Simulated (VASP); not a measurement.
# AlN (P6_3/mmc) in VASP: further runs

AlN is run at these levels: PBEsol; tasks: single point.

All numbers are computed with VASP 6.6.1; they aren't measurements. Logs are shortened: lines on timing, memory, paths and dates and some standing lists are left out, and cuts for length are marked.

### Step 1. The cell of the first run

Symmetry: P6_3/mmc, No. 194, hexagonal system. Conventional cell: a = 3.282 Å, b = 3.282 Å, c = 4.099 Å, α = 90.00°, β = 90.00°, γ = 120.00°. Al (site symmetry -6m2) has 5 N at 1.89 to 2.05 Å within 2.5 Å. Within 2.5 Å of N (site symmetry -6m2) lie 5 Al at 1.89 to 2.05 Å.

### Step 2. Single point, PBEsol

The input, INCAR:

```
SYSTEM = AlN
PREC = Accurate
ENCUT = 520
EDIFF = 1E-6
ISMEAR = 0
SIGMA = 0.05
LREAL = .FALSE.
LASPH = .TRUE.
NELM = 60
ALGO = Normal
ISIF = 2
LWAVE = .FALSE.
LCHARG = .FALSE.
GGA = PS
NBANDS = 16
```

The input, KPOINTS:

```
regular mesh
0
G
  9 9 6
  0 0 0
```

The input, POSCAR:

```
AlN
1.0
    3.2816000000      0.0000000000      0.0000000000
   -1.6408000000      2.8419489650      0.0000000000
    0.0000000000      0.0000000000      4.0986000000
Al N
2 2
Direct
    0.3333333333      0.6666666667      0.7500000000
    0.6666666667      0.3333333333      0.2500000000
    0.3333333333      0.6666666667      0.2500000000
    0.6666666667      0.3333333333      0.7500000000
```

Potentials or basis: VASP PAW PBE potentials, release 64 (Al, N).

On the command line:

```console
cat potpaw_PBE.64/Al/POTCAR potpaw_PBE.64/N/POTCAR > POTCAR
mpirun -np 1 vasp_std > vasp.out
```

OUTCAR:

```text
SYSTEM = AlN
   PREC = Accurate
   ENCUT = 520
   EDIFF = 1E-6
   ISMEAR = 0
   LREAL = .FALSE.
   LASPH = .TRUE.
   NELM = 60
   ISIF = 2
   GGA = PS

 ion  position               nearest neighbor table
   1  0.333  0.667  0.750-   4 1.89   4 1.89   4 1.89   3 2.05   3 2.05   2 2.79   2 2.79   2 2.79
                             2 2.79   2 2.79   2 2.79
   2  0.667  0.333  0.250-   3 1.89   3 1.89   3 1.89   4 2.05   4 2.05   1 2.79   1 2.79   1 2.79
                             1 2.79   1 2.79   1 2.79
   3  0.333  0.667  0.250-   2 1.89   2 1.89   2 1.89   1 2.05   1 2.05
   4  0.667  0.333  0.750-   1 1.89   1 1.89   1 1.89   2 2.05   2 2.05

  LATTYP: Found a hexagonal cell.
 ALAT       =     3.2816000000
 C/A-ratio  =     1.2489639200

  Lattice vectors:

 A1 = (   3.2816000000,   0.0000000000,   0.0000000000)
 A2 = (  -1.6408000000,   2.8419489650,   0.0000000000)
 A3 = (   0.0000000000,   0.0000000000,   4.0986000000)

Analysis of symmetry for initial positions (statically):
=====================================================================
 Subroutine PRICEL returns:
 Original cell was already a primitive cell.

 Routine SETGRP: Setting up the symmetry group for a
 hexagonal supercell.

 Subroutine GETGRP returns: Found 24 space group operations
 (whereof 12 operations were pure point group operations)
 out of a pool of 24 trial point group operations.

The static configuration has the point symmetry D_3d.
 The point group associated with its full space group is D_6h.

Analysis of symmetry for dynamics (positions and initial velocities):
=====================================================================
 Subroutine PRICEL returns:
 Original cell was already a primitive cell.

 Routine SETGRP: Setting up the symmetry group for a
 hexagonal supercell.

 Subroutine GETGRP returns: Found 24 space group operations
 (whereof 12 operations were pure point group operations)
 out of a pool of 24 trial point group operations.

The dynamic configuration has the point symmetry D_3d.
 The point group associated with its full space group is D_6h.

 Subroutine INISYM returns: Found 24 space group operations
 (whereof 12 operations are pure point group operations),
 and found     1 'primitive' translations

----------------------------------------------------------------------------------------

                                     Primitive cell

  volume of cell :      38.2241

  direct lattice vectors                    reciprocal lattice vectors
     3.281600000  0.000000000  0.000000000     0.304729400  0.175935601  0.000000000
    -1.640800000  2.841948965  0.000000000     0.000000000  0.351871203  0.000000000
     0.000000000  0.000000000  4.098600000     0.000000000  0.000000000  0.243985751

  length of vectors
     3.281600000  3.281600000  4.098600000     0.351871203  0.351871203  0.243985751

  position of ions in fractional coordinates (direct lattice)
     0.333333333  0.666666667  0.750000000
     0.666666667  0.333333333  0.250000000
     0.333333333  0.666666667  0.250000000
     0.666666667  0.333333333  0.750000000

  ion indices of the primitive-cell ions
   primitive index   ion index
                 1           1
                 2           2
                 3           3
                 4           4

----------------------------------------------------------------------------------------

 KPOINTS: regular mesh

Automatic generation of k-mesh.
 Grid dimensions read from file:
 generate k-points for:    9    9    6

 Generating k-lattice:

  Cartesian coordinates                     Fractional coordinates (reciprocal lattice)
     0.033858822  0.019548400  0.000000000     0.111111111  0.000000000  0.000000000
     0.000000000  0.039096800  0.000000000     0.000000000  0.111111111  0.000000000
     0.000000000  0.000000000  0.040664292     0.000000000  0.000000000  0.166666667

  Length of vectors
     0.039096800  0.039096800  0.040664292

  Shift w.r.t. Gamma in fractional coordinates (k-lattice)
     0.000000000  0.000000000  0.000000000

 Subroutine IBZKPT returns following result:
 ===========================================

 Found     48 irreducible k-points:

 Following reciprocal coordinates:
            Coordinates               Weight
  0.000000  0.000000  0.000000      1.000000
  0.111111 -0.000000  0.000000      6.000000
  0.222222 -0.000000  0.000000      6.000000
  0.333333 -0.000000  0.000000      6.000000
  0.444444 -0.000000  0.000000      6.000000
  0.111111  0.111111  0.000000      6.000000
[... 16 lines left out ...]
  0.333333  0.222222  0.166667     24.000000
  0.333333  0.333333  0.166667      4.000000
 [... further k-points ...]
   k-points           NKPTS =     48   k-points in BZ     NKDIM =     48   number of bands    NBANDS=     16
   number of dos      NEDOS =    301   number of ions     NIONS =      4
   total plane-waves  NPLWV =  17280
   dimension x,y,z NGX =    24 NGY =   24 NGZ =   30
   dimension x,y,z NGXF=    48 NGYF=   48 NGZF=   60
   ions per type =               2   2
   NGX,Y,Z   is equivalent  to a cutoff of  12.16, 12.16, 12.17 a.u.
   NGXF,Y,Z  is equivalent  to a cutoff of  24.32, 24.32, 24.34 a.u.
 SYSTEM =  AlN
   PREC   = accura    normal or accurate (medium, high low for compatibility)
   ISTART =      0    job   : 0-new  1-cont  2-samecut
   ICHARG =      2    charge: 1-file 2-atom 10-const
   ISPIN  =      1    spin polarized calculation?
   LNONCOLLINEAR =      F non collinear calculations
   LSORBIT =      F    spin-orbit coupling
   LASPH  =      T    aspherical Exc in radial PAW
   ENCUT  =  520.0 eV  38.22 Ry    6.18 a.u.   6.10  6.10  7.62*2*pi/ulx,y,z
   NELM   =     60;   NELMIN=  2; NELMDL= -5     # of ELM steps
   EDIFF  = 0.1E-05   stopping-criterion for ELM
   LREAL  =      F    real-space projection
   EDIFFG = 0.1E-04   stopping-criterion for IOM
   NSW    =      0    number of steps for IOM
   IBRION =     -1    ionic relax: 0-MD 1-quasi-New 2-CG
   NFREE  =      0    steps in history (QN), initial steepest desc. (CG)
   ISIF   =      2    stress and relaxation
   ISYM   =      2    0-nonsym 1-usesym 2-fastsym
   POTIM  = 0.5000    time-step for ionic-motion
   TEBEG  =    0.0;   TEEND  =   0.0 temperature during run
   PSTRESS=    0.0 pullay stress
   NELECT =      16.0000    total number of electrons
   NUPDOWN=      -1.0000    fix difference up-down
   EMIN   =  10.00;   EMAX   =-10.00  energy-range for DOS
   EFERMI =   0.00;   METHOD = LEGACY
   ISMEAR =     0;   SIGMA  =   0.05  broadening in eV -4-tet -1-fermi 0-gaus
   EFERMI_NEDOS =   21; number of points for ismear=-14 and -15
   IALGO  =     38    algorithm
   IMIX   =      4    mixing-type and parameters
     AMIX     =   0.40;   BMIX     =  1.00
     AMIX_MAG =   1.60;   BMIX_MAG =  1.00
  volume/ion in A,a.u.               =       9.56        64.49
  Fermi-wavevector in a.u.,A,eV,Ry     =   1.224623  2.314202 20.404671  1.499701
  Thomas-Fermi vector in A             =   2.359691
   LORBIT       =      0    0 simple, 1 ext, 2 COOP (PROOUT), +10 PAW based schemes
   GGA     = PS    functional components
   LHFCALC =     F    Hartree Fock is set to
   AEXX    =    0.0000 exact exchange contribution
   IVDW    =     0    specifies the selected vdW correction
   LEPSILON=     F    determine dielectric tensor
   LRPA    =     F    only Hartree local field effects (RPA)
 non-spin polarized calculation
 Gauss-broadening in eV      SIGMA  =   0.05
  energy-cutoff  :      520.00
  volume of cell :       38.22
 maximum number of plane-waves:      1047
   NGX = 13   NGY = 13   NGZ = 15

 number of electron      16.0000000 magnetization

 Free energy of the ion-electron system (eV)
  ---------------------------------------------------
  ext. energy  EPLUGINS =         0.00000000
  ---------------------------------------------------
  free energy    TOTEN  =       -30.93243805 eV

  energy without entropy =      -30.93243805  energy(sigma->0) =      -30.93243805

 E-fermi :   8.5685     XC(G=0): -11.5297

 val. band max:        8.2669317508   @ k =   0.0000   0.0000   0.0000
 cond. band min:      11.7774171906   @ k =   0.0000   0.0000   0.0000
 fundamental gap:      3.5104854399
 Fermi energy:         8.5685043375

 k-point     1 :       0.0000    0.0000    0.0000
  band No.  band energies     occupation
      1      -8.7761      2.00000
      2      -4.8348      2.00000
      3       1.1687      2.00000
      4       4.8736      2.00000
      5       4.8736      2.00000
      6       6.6436      2.00000
[... 8 lines left out ...]
     15      20.2025      0.00000
     16      20.2025      0.00000

 k-point     2 :       0.1111   -0.0000    0.0000
  band No.  band energies     occupation
      1      -8.6298      2.00000
      2      -4.8363      2.00000
      3       1.3231      2.00000
      4       4.3699      2.00000
      5       4.6645      2.00000
      6       6.1580      2.00000
[... 8 lines left out ...]
     15      19.6134      0.00000
     16      20.1594      0.00000

 k-point     3 :       0.2222   -0.0000    0.0000
  band No.  band energies     occupation
      1      -8.2089      2.00000
      2      -4.8888      2.00000
      3       1.7736      2.00000
      4       3.2783      2.00000
      5       4.2408      2.00000
      6       5.2706      2.00000
[... 8 lines left out ...]
     15      18.7423      0.00000
     16      20.9907      0.00000

 k-point     4 :       0.3333   -0.0000    0.0000
  band No.  band energies     occupation
      1      -7.5819      2.00000
      2      -5.1061      2.00000
      3       2.2771      2.00000
      4       2.4673      2.00000
      5       3.8590      2.00000
      6       4.5010      2.00000
[... 8 lines left out ...]
     15      19.7543      0.00000
     16      21.5720      0.00000
[... 324 lines left out ...]
 k-point    22 :       0.2222    0.2222    0.1667
  band No.  band energies     occupation
      1      -7.0973      2.00000
      2      -5.3554      2.00000
      3       1.8409      2.00000
      4       2.1801      2.00000
      5       3.9488      2.00000
      6       4.4629      2.00000
[... 8 lines left out ...]
     15      20.4172      0.00000
     16      21.8346      0.00000

 k-point    23 :       0.3333    0.2222    0.1667
  band No.  band energies     occupation
      1      -6.5151      2.00000
      2      -5.6563      2.00000
      3       1.5176      2.00000
      4       2.3320      2.00000
      5       3.1434      2.00000
      6       4.9864      2.00000
[... 8 lines left out ...]
     15      20.2311      0.00000
     16      21.9803      0.00000

 k-point    24 :       0.3333    0.3333    0.1667
  band No.  band energies     occupation
      1      -6.0318      2.00000
      2      -6.0318      2.00000
      3       1.4832      2.00000
      4       2.5968      2.00000
      5       2.5968      2.00000
      6       5.2387      2.00000
[... 8 lines left out ...]
     15      19.6417      0.00000
     16      21.7352      0.00000

 [... further k-points ...]

------------------------ aborting loop because EDIFF is reached ----------------------------------------

  FORCE on cell =-STRESS in cart. coord.  units (eV):
  Direction    XX          YY          ZZ          XY          YZ          ZX
  --------------------------------------------------------------------------------------
  -------------------------------------------------------------------------------------
  Total        1.1609756      1.1609756      1.1952742      0.0000000      0.0000000      0.0000000
  in kB       48.6627033     48.6627033     50.1003415      0.0000000      0.0000000      0.0000000
  external PRESSURE =      49.1419160 kB  Pullay stress =       0.0000000 kB

 VOLUME and BASIS-vectors are now :
 -----------------------------------------------------------------------------
  energy-cutoff  :      520.00
  volume of cell :       38.22
      direct lattice vectors                 reciprocal lattice vectors
     3.281600000  0.000000000  0.000000000     0.304729400  0.175935601  0.000000000
    -1.640800000  2.841948965  0.000000000     0.000000000  0.351871203  0.000000000
     0.000000000  0.000000000  4.098600000     0.000000000  0.000000000  0.243985751

 POSITION                                       TOTAL-FORCE (eV/Angst)
 -----------------------------------------------------------------------------------
     -0.00000      1.89463      3.07395         0.000000     -0.000000      0.000000
      1.64080      0.94732      1.02465        -0.000000      0.000000      0.000000
     -0.00000      1.89463      1.02465         0.000000      0.000000      0.000000
      1.64080      0.94732      3.07395         0.000000     -0.000000      0.000000
 -----------------------------------------------------------------------------------
    total drift:                               -0.000000     -0.000000     -0.000000

  FREE ENERGIE OF THE ION-ELECTRON SYSTEM (eV)
  ---------------------------------------------------
  free  energy   TOTEN  =       -30.9324380471 eV

  energy  without entropy=      -30.9324380471  energy(sigma->0) =      -30.93243805
```

Wall time 38 s (1 thread of AMD EPYC 7R13, shared host); peak memory 0.12 GiB.

What came out:

- Free energy: -30.9324 eV
- Pressure: 4.9 GPa
- Band gap on the k mesh: 3.51 eV, direct

Caveat: the PAW data sets were made with another functional, which shifts forces and pressure a little. A k mesh can miss the band edges.

### Step 3. Single point, PBEsol

This run uses another cell than the first one, of 9.38 Å³/atom, 0.981 times its volume.

The input, INCAR:

```
SYSTEM = AlN
  PREC = Accurate
  ENCUT = 520
  EDIFF = 1E-7
  ISMEAR = 0
  SIGMA = 0.05
  LREAL = .FALSE.
  LASPH = .TRUE.
  NELM = 100
  ALGO = Normal
  ISIF = 2
  LWAVE = .FALSE.
  LCHARG = .TRUE.
  GGA = PS
  LELF = .TRUE.
  LVHAR = .TRUE.
  NBANDS = 16
```

The input, KPOINTS:

```
Automatic mesh
0
G
  9 9 6
  0 0 0
```

The input, POSCAR:

```
AlN
1.0
    3.2024000000      0.0000000000      0.0000000000
   -1.6012000000      2.7733597531      0.0000000000
    0.0000000000      0.0000000000      4.2228000000
Al N
2 2
Direct
    0.3333333333      0.6666666667      0.7500000000
    0.6666666667      0.3333333333      0.2500000000
    0.3333333333      0.6666666667      0.2500000000
    0.6666666667      0.3333333333      0.7500000000
```

Potentials or basis: VASP PAW PBE potentials, release 64 (Al, N).

On the command line:

```console
cat potpaw_PBE.64/Al/POTCAR potpaw_PBE.64/N/POTCAR > POTCAR
mpirun -np 1 vasp_std > vasp.out
```

Run time: 52 s. Hardware: 1 thread of AMD EPYC 7R13, shared host; peak memory 0.13 GiB.

It converged, with:

```
Free energy            : -30.8357 eV
Pressure               : 12.0 GPa
Band gap on the k mesh : 3.55 eV, direct
```

Stress tensor (GPa, compression positive):
```
16.82  0.00  0.00
 0.00 16.82  0.00
 0.00  0.00  2.38
```

Levels at points of the mesh, in eV from the valence-band top:
```
           k point  band 6  band 7  band 8  band 9  band 10  band 11
(0.00, 0.00, 0.00)   -1.95   -1.95    0.00    3.55     4.90     8.59
(0.00, 0.00, 0.50)   -2.74   -2.74   -2.74    5.88     5.88     8.79
```

Caveat: the PAW data sets were made with another functional, which shifts forces and pressure a little. A k mesh can miss the band edges.
